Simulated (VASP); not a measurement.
A run of VASP 6.6.1 is set up as follows.

INCAR

```
SYSTEM = C
PREC = Accurate
ENCUT = 520
EDIFF = 1E-6
ISMEAR = 0
SIGMA = 0.05
LREAL = .FALSE.
LASPH = .TRUE.
NELM = 60
ALGO = Normal
ISIF = 2
LWAVE = .FALSE.
LCHARG = .FALSE.
GGA = PS
IVDW = 12
NBANDS = 11
```

The input KPOINTS:

```
regular mesh
0
G
  15 15 15
  0 0 0
```

POSCAR

```
C
1.0
    1.2290461105      0.7095901028      3.2829684898
   -1.2290461105      0.7095901028      3.2829684898
    0.0000000000     -1.4191802055      3.2829684898
C
2
Direct
    0.1507614107      0.1507614107      0.1789466968
    0.8492385893      0.8492385893      0.8210533032
```

Potentials or basis: VASP PAW PBE potentials, release 64 (C).

Run with:

```bash
$ cat potpaw_PBE.64/C/POTCAR > POTCAR
$ mpirun -np 1 vasp_std > vasp.out
```

Q: Estimate the band gap on the k mesh.

A: 0.07 eV, indirect (least direct gap 0.10 eV).

Q: Predict the pressure.

A: 2.8 GPa.

Q: What does it give for the largest force?

A: 5.104 eV/Å.

Forces in eV/Å, atoms in the order of the input:
```
C    0.000  4.701  1.989
C    0.000 -4.701 -1.989
```

Caveat: the cell differs from its parent crystal (mode 4 frozen in at -0.063 Å and mode 6 at -0.040 Å (largest displacements)); the PAW data sets were made with another functional, which shifts forces and pressure a little. A k mesh can miss the band edges.
